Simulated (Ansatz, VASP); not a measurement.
Two plane-wave programs on Bi

The input INCAR:

```
AGGAC = 1.0
AGGAX = 1.0
ALDAC = 0.0
ALDAX = 1.0
ALGO = Normal
EDIFF = 1E-6
ENCUT = 500
GGA = B5
GGA_COMPAT = F
ISIF = 2
ISMEAR = -1
LASPH = T
LCHARG = F
LREAL = F
LWAVE = F
NBANDS = 38
NELM = 120
PREC = Accurate
SIGMA = 0.1
```

The input KPOINTS:

```
k-points
0
Gamma
  11 11 3
```

File POSCAR:

```
Bi
1.0
    3.4576220222      0.0000000000      0.0000000000
   -1.7288110111      2.9943885079      0.0000000000
    0.0000000000      0.0000000000     11.6965065711
Bi
4
Direct
    1.0000000000      0.0000000000      1.0000000000
    1.0000000000      0.0000000000      0.5000000000
    0.3333333333      0.6666666667      0.2500000000
    0.6666666667      0.3333333333      0.7500000000
```

Input for Ansatz:

```yaml
crystal:
  lattice:
    - [3.4576220222, 0.0, 0.0]
    - [-1.7288110111, 2.9943885079, 0.0]
    - [0.0, 0.0, 11.6965065711]
  atoms:
    - { symbol: Bi, position: [1.0, 0.0, 1.0] }
    - { symbol: Bi, position: [1.0, 0.0, 0.5] }
    - { symbol: Bi, position: [0.3333333333, 0.6666666667, 0.25] }
    - { symbol: Bi, position: [0.6666666667, 0.3333333333, 0.75] }
hamiltonian:
  xc: blyp
  pseudopotentials:
    kind: paw
    azcp:
      Bi: "pseudopotentials/Bi.paw.azcp"
basis:
  ecutwfc: 420
  fft_grid_basis: typed
kpoints:
  mp_grid: { grid: [11, 11, 3], shift: [0, 0, 0] }
magnetization:
  spin_polarized: false
scf:
  occupations: { method: fermi_dirac, width: 0.1 }
  lower_state_search: "off"
output:
  stress: true
```

Alike in both runs: task single point; functional BLYP; k mesh 11 × 11 × 3; occupations fermi-dirac, width 0.1 eV; no spin polarisation.

|  | VASP | Ansatz |
| --- | --- | --- |
| version | VASP 6.6.1 | Ansatz 0.2.0 |
| potentials or method | VASP PAW PBE potentials, release 64 (Bi_d), cutoff 500 eV | plane waves (420 eV) with PAW, scalar-relativistic |
| valence electrons in the cell | 60 | 60 |

VASP gave:

```
pressure (GPa)                                                : 7.2
traceless stress, the component that is largest in VASP (GPa) : -0.32
```

**Question.** Estimate Ansatz's values.

**Answer.** Pressure (GPa): 7.1; traceless stress, the component that is largest in VASP (GPa): -0.31.

VASP's potentials were made for PBE, not for BLYP.

Neither program's run includes spin-orbit coupling.
